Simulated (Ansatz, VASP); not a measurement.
## MgO in VASP and in Ansatz

```
Mg O
1.0
     3.43408    0.00000    0.00000
    -1.71704    2.97400    0.00000
     0.00000    0.00000    4.30338
Mg O
2 2
Direct
  0.66667 0.33333 0.75000
  0.33333 0.66667 0.25000
  0.66667 0.33333 0.25000
  0.33333 0.66667 0.75000
```

Change from the starting cell: strain -0.015 along x and y, +0.030 along z, atoms carried along.

Alike in both runs: task single point; functional PBE; k mesh 6 × 6 × 6; occupations gaussian, width 0.05 eV; no spin polarisation.

```csv
,VASP,Ansatz
version,VASP 6.6.1,Ansatz 0.2.0
potentials or method,"VASP PAW PBE potentials, release 64 (Mg, O), cutoff 520 eV","scalar-relativistic, plane waves, PAW"
valence electrons in the cell,16,32
```

Ansatz gave:

```
gap on the k mesh at the Fermi level (eV)                     : 3.41
least direct gap on the mesh (eV)                             : 3.41
pressure (GPa)                                                : 4.9
traceless stress, the component that is largest in VASP (GPa) : -4.51
```

Q: What did VASP give for the same quantities?

A: gap on the k mesh at the Fermi level (eV): 3.39; least direct gap on the mesh (eV): 3.39; pressure (GPa): 4.4; traceless stress, the component that is largest in VASP (GPa): -4.65.

VASP's potentials hold 16 valence electrons a cell and Ansatz's 32, so a difference there can come from the potentials and not from the codes.
